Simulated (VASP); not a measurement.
Here is a VASP 6.6.1 calculation.

INCAR

```
  ALGO = Normal
  EDIFF = 1E-6
  ENCUT = 520
  GGA = PE
  ISIF = 2
  ISMEAR = 0
  LASPH = T
  LCHARG = F
  LREAL = F
  LWAVE = F
  NBANDS = 44
  NELM = 80
  PREC = Accurate
  SIGMA = 0.1
```

The input KPOINTS:

```
k-points
0
Gamma
  3 3 4
```

File POSCAR:

```
BeBi2Se6
1.0
    6.7828557419      0.0000000000      0.0000000000
   -3.3914278709      5.8741253827      0.0000000000
    0.0000000000      0.0000000000      5.3724906914
Be Bi Se
1 2 6
Direct
    0.0000000000      0.0000000000      0.5000000000
    0.3333333333      0.6666666667      0.6346754297
    0.6666666667      0.3333333333      0.3653245703
    0.8296552277      0.6593104553      0.7497694311
    0.3406895447      0.1703447723      0.7497694311
    0.8296552277      0.1703447723      0.7497694311
    0.1703447723      0.3406895447      0.2502305689
    0.6593104553      0.8296552277      0.2502305689
    0.1703447723      0.8296552277      0.2502305689
```

Potentials or basis: VASP PAW PBE potentials, release 64 (Be, Bi_d, Se).

Run with:

```sh
$ cat potpaw_PBE.64/Be/POTCAR potpaw_PBE.64/Bi_d/POTCAR potpaw_PBE.64/Se/POTCAR > POTCAR
$ mpirun -np 1 vasp_std > vasp.out
```

(1) Estimate the largest force.

(2) What does it give for the pressure?

(3) Estimate the band gap on the k mesh.

Results:

(1) 0.027 eV/Å.

(2) 0.0 GPa.

(3) zero (bands 34 and 35 overlap by 0.96 eV).

Caveat: spin-orbit coupling is left out, which moves the levels of the heavy elements.
